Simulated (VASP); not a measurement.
# PbF2 (Fm-3m) in VASP: further runs, part 2 of 2

VASP 6.6.1. Earlier steps stand in the parts before.

## 4. Single point, LDA

INCAR reads:

```
SYSTEM = PbF2
PREC     = Accurate       ! precision mode
ENCUT    = 600            ! plane-wave cutoff, eV
EDIFF    = 1E-6           ! SCF threshold, eV
ISMEAR   = 1              ! smearing method
SIGMA    = 0.1            ! smearing width, eV
LREAL    = .False.        ! projectors in reciprocal space
LASPH    = .True.         ! aspherical terms in the spheres
NELM     = 120            ! most SCF steps
ALGO     = Normal         ! electronic algorithm
ISIF     = 2              ! what is computed and relaxed
LWAVE    = .False.        ! write WAVECAR
LCHARG   = .False.        ! write CHGCAR
NBANDS   = 21             ! bands
GGA_COMPAT= .False.
```

KPOINTS reads:

```
Automatic mesh
0
Gamma
  9 9 9
  0 0 0
```

POSCAR reads:

```
PbF2
1.0
    0.0000000000      2.9636600000      2.9636600000
    2.9636600000      0.0000000000      2.9636600000
    2.9636600000      2.9636600000      0.0000000000
Pb F
1 2
Direct
    0.0000000000      0.0000000000      0.0000000000
    0.7500000000      0.7500000000      0.7500000000
    0.2500000000      0.2500000000      0.2500000000
```

Potentials or basis: VASP PAW LDA potentials, release 64 (Pb_d, F).

Command:

```sh
cat potpaw_LDA.64/Pb_d/POTCAR potpaw_LDA.64/F/POTCAR > POTCAR
mpirun -np 1 vasp_std > vasp.out
```

OUTCAR:

```text
SYSTEM = PbF2
   PREC = Accurate
   ENCUT = 600
   EDIFF = 1E-6
   ISMEAR = 1
   LREAL = .False.
   LASPH = .True.
   NELM = 120
   ISIF = 2

 ion  position               nearest neighbor table
   1  0.000  0.000  0.000-   2 2.57   2 2.57   2 2.57   3 2.57   3 2.57   3 2.57   3 2.57   2 2.57

   2  0.750  0.750  0.750-   1 2.57   1 2.57   1 2.57   1 2.57
   3  0.250  0.250  0.250-   1 2.57   1 2.57   1 2.57   1 2.57

  LATTYP: Found a face centered cubic cell.
 ALAT       =     5.9273200000

  Lattice vectors:

 A1 = (   0.0000000000,   2.9636600000,   2.9636600000)
 A2 = (   2.9636600000,   0.0000000000,   2.9636600000)
 A3 = (   2.9636600000,   2.9636600000,   0.0000000000)

Analysis of symmetry for initial positions (statically):
=====================================================================
 Subroutine PRICEL returns:
 Original cell was already a primitive cell.

 Routine SETGRP: Setting up the symmetry group for a
 face centered cubic supercell.

 Subroutine GETGRP returns: Found 48 space group operations
 (whereof 48 operations were pure point group operations)
 out of a pool of 48 trial point group operations.

The static configuration has the point symmetry O_h .

Analysis of symmetry for dynamics (positions and initial velocities):
=====================================================================
 Subroutine PRICEL returns:
 Original cell was already a primitive cell.

 Routine SETGRP: Setting up the symmetry group for a
 face centered cubic supercell.

 Subroutine GETGRP returns: Found 48 space group operations
 (whereof 48 operations were pure point group operations)
 out of a pool of 48 trial point group operations.

The dynamic configuration has the point symmetry O_h .

 Subroutine INISYM returns: Found 48 space group operations
 (whereof 48 operations are pure point group operations),
 and found     1 'primitive' translations

----------------------------------------------------------------------------------------

                                     Primitive cell

  volume of cell :      52.0613

  direct lattice vectors                    reciprocal lattice vectors
     0.000000000  2.963660000  2.963660000    -0.168710311  0.168710311  0.168710311
     2.963660000  0.000000000  2.963660000     0.168710311 -0.168710311  0.168710311
     2.963660000  2.963660000  0.000000000     0.168710311  0.168710311 -0.168710311

  length of vectors
     4.191248166  4.191248166  4.191248166     0.292214830  0.292214830  0.292214830

  position of ions in fractional coordinates (direct lattice)
     0.000000000  0.000000000  0.000000000
     0.750000000  0.750000000  0.750000000
     0.250000000  0.250000000  0.250000000

  ion indices of the primitive-cell ions
   primitive index   ion index
                 1           1
                 2           2
                 3           3

----------------------------------------------------------------------------------------

 KPOINTS: Automatic mesh

Automatic generation of k-mesh.
 Grid dimensions read from file:
 generate k-points for:    9    9    9

 Generating k-lattice:

  Cartesian coordinates                     Fractional coordinates (reciprocal lattice)
    -0.018745590  0.018745590  0.018745590     0.111111111  0.000000000  0.000000000
     0.018745590 -0.018745590  0.018745590     0.000000000  0.111111111  0.000000000
     0.018745590  0.018745590 -0.018745590     0.000000000  0.000000000  0.111111111

  Length of vectors
     0.032468314  0.032468314  0.032468314

  Shift w.r.t. Gamma in fractional coordinates (k-lattice)
     0.000000000  0.000000000  0.000000000

 Subroutine IBZKPT returns following result:
 ===========================================

 Found     35 irreducible k-points:

 Following reciprocal coordinates:
            Coordinates               Weight
  0.000000  0.000000  0.000000      1.000000
  0.111111  0.000000  0.000000      8.000000
  0.222222  0.000000  0.000000      8.000000
  0.333333  0.000000  0.000000      8.000000
  0.444444  0.000000  0.000000      8.000000
  0.111111  0.111111  0.000000      6.000000
[... 16 lines left out ...]
 -0.333333  0.333333  0.000000     12.000000
  0.444444  0.444444  0.000000      6.000000
 [... further k-points ...]
   k-points           NKPTS =     35   k-points in BZ     NKDIM =     35   number of bands    NBANDS=     21
   number of dos      NEDOS =    301   number of ions     NIONS =      3
   total plane-waves  NPLWV =  46656
   dimension x,y,z NGX =    36 NGY =   36 NGZ =   36
   dimension x,y,z NGXF=    72 NGYF=   72 NGZF=   72
   ions per type =               1   2
   NGX,Y,Z   is equivalent  to a cutoff of  14.28, 14.28, 14.28 a.u.
   NGXF,Y,Z  is equivalent  to a cutoff of  28.56, 28.56, 28.56 a.u.
 SYSTEM =  PbF2
   PREC   = accura    normal or accurate (medium, high low for compatibility)
   ISTART =      0    job   : 0-new  1-cont  2-samecut
   ICHARG =      2    charge: 1-file 2-atom 10-const
   ISPIN  =      1    spin polarized calculation?
   LNONCOLLINEAR =      F non collinear calculations
   LSORBIT =      F    spin-orbit coupling
   LASPH  =      T    aspherical Exc in radial PAW
   ENCUT  =  600.0 eV  44.10 Ry    6.64 a.u.   8.37  8.37  8.37*2*pi/ulx,y,z
   NELM   =    120;   NELMIN=  2; NELMDL= -5     # of ELM steps
   EDIFF  = 0.1E-05   stopping-criterion for ELM
   LREAL  =      F    real-space projection
   EDIFFG = 0.1E-04   stopping-criterion for IOM
   NSW    =      0    number of steps for IOM
   IBRION =     -1    ionic relax: 0-MD 1-quasi-New 2-CG
   NFREE  =      0    steps in history (QN), initial steepest desc. (CG)
   ISIF   =      2    stress and relaxation
   ISYM   =      2    0-nonsym 1-usesym 2-fastsym
   POTIM  = 0.5000    time-step for ionic-motion
   TEBEG  =    0.0;   TEEND  =   0.0 temperature during run
   PSTRESS=    0.0 pullay stress
   NELECT =      28.0000    total number of electrons
   NUPDOWN=      -1.0000    fix difference up-down
   EMIN   =  10.00;   EMAX   =-10.00  energy-range for DOS
   EFERMI =   0.00;   METHOD = LEGACY
   ISMEAR =     1;   SIGMA  =   0.10  broadening in eV -4-tet -1-fermi 0-gaus
   EFERMI_NEDOS =   21; number of points for ismear=-14 and -15
   IALGO  =     38    algorithm
   IMIX   =      4    mixing-type and parameters
     AMIX     =   0.40;   BMIX     =  1.00
     AMIX_MAG =   1.60;   BMIX_MAG =  1.00
  volume/ion in A,a.u.               =      17.35       117.11
  Fermi-wavevector in a.u.,A,eV,Ry     =   1.331340  2.515869 24.115883  1.772467
  Thomas-Fermi vector in A             =   2.460359
   LORBIT       =      0    0 simple, 1 ext, 2 COOP (PROOUT), +10 PAW based schemes
   GGA     = CA    functional components
   LHFCALC =     F    Hartree Fock is set to
   AEXX    =    0.0000 exact exchange contribution
   IVDW    =     0    specifies the selected vdW correction
   LEPSILON=     F    determine dielectric tensor
   LRPA    =     F    only Hartree local field effects (RPA)
 non-spin polarized calculation
 Methfessel and Paxton  Order N= 1 SIGMA  =   0.10
  energy-cutoff  :      600.00
  volume of cell :       52.06
 maximum number of plane-waves:      1807
 NGX is ok and might be reduce to    36
   NGX = 17   NGY = 17   NGZ = 17

 number of electron      28.0000008 magnetization

 Free energy of the ion-electron system (eV)
  ---------------------------------------------------
  ext. energy  EPLUGINS =         0.00000000
  ---------------------------------------------------
  free energy    TOTEN  =       -15.91714856 eV

  energy without entropy =      -15.92028391  energy(sigma->0) =      -15.91819368

 E-fermi :   1.5477     XC(G=0): -10.0648

 val. band max:        1.4871857527   @ k =  -0.3333   0.4444   0.2222
 cond. band min:       5.7398454487   @ k =   0.4444   0.4444   0.0000
 fundamental gap:      4.2526596960
 Fermi energy:         1.5477346989

 k-point     1 :       0.0000    0.0000    0.0000
  band No.  band energies     occupation
      1     -19.2032      2.00000
      2     -18.5321      2.00000
      3     -12.8338      2.00000
      4     -12.8338      2.00000
      5     -12.8338      2.00000
      6     -12.7610      2.00000
[... 550 lines left out ...]
      5     -12.7436      2.00000
      6     -12.7362      2.00000
[... 13 lines left out ...]
     20      17.7756      0.00000
     21      18.5023      0.00000

 [... further k-points ...]

------------------------ aborting loop because EDIFF is reached ----------------------------------------

  FORCE on cell =-STRESS in cart. coord.  units (eV):
  Direction    XX          YY          ZZ          XY          YZ          ZX
  --------------------------------------------------------------------------------------
  -------------------------------------------------------------------------------------
  Total       -1.4950275     -1.4950275     -1.4950275      0.0000000      0.0000000      0.0000000
  in kB      -46.0091962    -46.0091962    -46.0091962      0.0000000      0.0000000      0.0000000
  external PRESSURE =     -46.0091962 kB  Pullay stress =       0.0000000 kB

 VOLUME and BASIS-vectors are now :
 -----------------------------------------------------------------------------
  energy-cutoff  :      600.00
  volume of cell :       52.06
      direct lattice vectors                 reciprocal lattice vectors
     0.000000000  2.963660000  2.963660000    -0.168710311  0.168710311  0.168710311
     2.963660000  0.000000000  2.963660000     0.168710311 -0.168710311  0.168710311
     2.963660000  2.963660000  0.000000000     0.168710311  0.168710311 -0.168710311

 POSITION                                       TOTAL-FORCE (eV/Angst)
 -----------------------------------------------------------------------------------
      0.00000      0.00000      0.00000        -0.000000      0.000000      0.000000
      4.44549      4.44549      4.44549         0.000000     -0.000000     -0.000000
      1.48183      1.48183      1.48183        -0.000000      0.000000      0.000000
 -----------------------------------------------------------------------------------
    total drift:                                0.000000      0.000000      0.000000

  FREE ENERGIE OF THE ION-ELECTRON SYSTEM (eV)
  ---------------------------------------------------
  free  energy   TOTEN  =       -15.9171485571 eV

  energy  without entropy=      -15.9202839137  energy(sigma->0) =      -15.91819368
```

It took 69 s on 1 thread of Intel Xeon 8259CL, shared host; peak memory 0.19 GiB.

What came out:

| Item | Value |
| --- | --- |
| Free energy | -15.9171 eV |
| Pressure | -4.6 GPa |
| Band gap on the k mesh | 4.25 eV (least direct gap 4.44 eV) |

Levels at points of the mesh, in eV from the valence-band top:
| k point | band 11 | band 12 | band 13 | band 14 | band 15 | band 16 | band 17 | band 18 |
| --- | --- | --- | --- | --- | --- | --- | --- | --- |
| (0.00, 0.00, 0.00) | -2.49 | -1.98 | -1.98 | -1.98 | 6.59 | 6.59 | 6.59 | 10.28 |

Caveat: the cell stands under tension; spin-orbit coupling is left out, which moves the levels of the heavy elements; an odd mesh through Γ misses points on the zone boundary, where band edges can lie.

## 5. Single point, LDA

INCAR reads:

```
PREC     = Accurate       # precision mode
ENCUT    = 600            # plane-wave cutoff, eV
EDIFF    = 1E-6           # SCF threshold, eV
ISMEAR   = 1              # smearing method
SIGMA    = 0.1            # smearing width, eV
LREAL    = False          # projectors in reciprocal space
LASPH    = True           # aspherical terms in the spheres
NELM     = 120            # most SCF steps
ALGO     = Normal         # electronic algorithm
ISIF     = 2              # what is computed and relaxed
LWAVE    = False          # write WAVECAR
LCHARG   = True           # write CHGCAR
LELF     = True           # ELF
LVHAR    = True         
NBANDS   = 21             # bands
GGA_COMPAT= False
```

KPOINTS reads:

```
Automatic mesh
0
Gamma
  11 11 11
```

POSCAR is that of step 4.

Command:

```sh
cat potpaw_LDA.64/Pb_d/POTCAR potpaw_LDA.64/F/POTCAR > POTCAR
mpirun -np 1 vasp_std > vasp.out
```

Run time: 99 s. Hardware: 1 thread of Intel Xeon 8259CL, shared host; peak memory 0.22 GiB.

Results (log left out):

```
Free energy            : -15.9171 eV
Pressure               : -4.6 GPa
Band gap on the k mesh : 4.24 eV (least direct gap 4.42 eV)
```

Levels at points of the mesh, in eV from the valence-band top:
```
           k point  band 10  band 11  band 12  band 13  band 14  band 15  band 16  band 17  band 18  band 19
(0.00, 0.00, 0.00)    -2.50    -2.50    -2.00    -2.00    -2.00     6.58     6.58     6.58    10.26    14.84
```

Caveat: the cell stands under tension; spin-orbit coupling is left out, which moves the levels of the heavy elements; an odd mesh through Γ misses points on the zone boundary, where band edges can lie.

## 6. Single point, LDA

INCAR reads:

```
PREC = Accurate ; ENCUT = 600
EDIFF = 1E-6 ; ISMEAR = 1
SIGMA = 0.1 ; LREAL = False
LASPH = True ; NELM = 120
ALGO = Normal ; ISIF = 2
LWAVE = False ; LCHARG = True
GGA = CA ; LELF = True
LVHAR = True ; NBANDS = 21
GGA_COMPAT = False
```

KPOINTS reads:

```
Automatic mesh
0
Gamma
  13 13 13
```

POSCAR is that of step 5.

Potentials or basis: VASP PAW LDA potentials, release 64 (Pb_d, F).

Command:

```sh
cat potpaw_LDA.64/Pb_d/POTCAR potpaw_LDA.64/F/POTCAR > POTCAR
mpirun -np 1 vasp_std > vasp.out
```

It took 2.6 min on 1 thread of Intel Xeon 8259CL, shared host; peak memory 0.24 GiB.

Results (log left out):

* Free energy: -15.9171 eV
* Pressure: -4.6 GPa
* Band gap on the k mesh: 4.24 eV (least direct gap 4.41 eV)

Levels at points of the mesh, in eV from the valence-band top:
```tsv
k point	band 12	band 13	band 14	band 15	band 16	band 17
(0.00, 0.00, 0.00)	-1.99	-1.99	-1.99	6.58	6.58	6.58
```

Caveat: the cell stands under tension; spin-orbit coupling is left out, which moves the levels of the heavy elements; an odd mesh through Γ misses points on the zone boundary, where band edges can lie.

## 7. Overview

| task | level | potentials or basis | cell | k mesh | smearing | gap on the mesh (eV) | pressure (GPa) |
| --- | --- | --- | --- | --- | --- | --- | --- |
| relaxation of cell and atoms | BLYP+D4 | VASP PAW PBE potentials, release 64 (Pb_d, F) | relaxed | 8 × 8 × 8 | fermi-dirac 0.05 eV | 4.48 | -0.1 |
| single point | LDA | VASP PAW LDA potentials, release 64 (Pb_d, F) | as given | 7 × 7 × 7 | methfessel-paxton 0.1 eV | 4.26 | -4.6 |
| single point | LDA | VASP PAW LDA potentials, release 64 (Pb_d, F) | as given | 9 × 9 × 9 | methfessel-paxton 0.1 eV | 4.25 | -4.6 |
| single point | LDA | VASP PAW LDA potentials, release 64 (Pb_d, F) | as given | 11 × 11 × 11 | methfessel-paxton 0.1 eV | 4.24 | -4.6 |
| single point | LDA | VASP PAW LDA potentials, release 64 (Pb_d, F) | as given | 13 × 13 × 13 | methfessel-paxton 0.1 eV | 4.24 | -4.6 |

Alike in all rows: no spin polarisation; cutoff (eV) 600.

Caveats: spin-orbit coupling is left out, which moves the levels of the heavy elements; the cell stands under tension (at least some runs); an odd mesh through Γ misses points on the zone boundary, where band edges can lie (at least some runs); the PAW data sets were made with another functional, which shifts forces and pressure a little (at least some runs).

Total energies depend on the potentials used, so only differences within one code and one set of settings carry meaning.
